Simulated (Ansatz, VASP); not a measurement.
# Zr3S2: VASP beside Ansatz

```
CELL_PARAMETERS angstrom
2.89521 1.67155 3.48037
-2.89521 1.67155 3.48037
0.00000 -3.34310 3.48037
ATOMIC_POSITIONS crystal
Zr 0.16211 0.83789 0.50000
Zr 0.50000 0.16211 0.83789
Zr 0.83789 0.50000 0.16211
S 0.33478 0.33478 0.33478
S 0.66522 0.66522 0.66522
```

Alike in both runs: task single point; functional PBE; k mesh 12 × 12 × 12; occupations gaussian, width 0.15 eV; no spin polarisation.

```csv
,VASP,Ansatz
version,VASP 6.6.1,Ansatz 0.2.0
potentials or method,"VASP PAW PBE potentials, release 64 (Zr_sv, S), cutoff 520 eV","scalar-relativistic, plane waves, PAW"
valence electrons in the cell,48,48
```

|  | VASP | Ansatz | Ansatz less VASP |
| --- | --- | --- | --- |
| gap on the k mesh at the Fermi level (eV) | none | none | - |
| pressure (GPa) | 0.0 | 0.0 | -0.02 |

A gap of «none» marks a metal or a gap that the smearing closes.
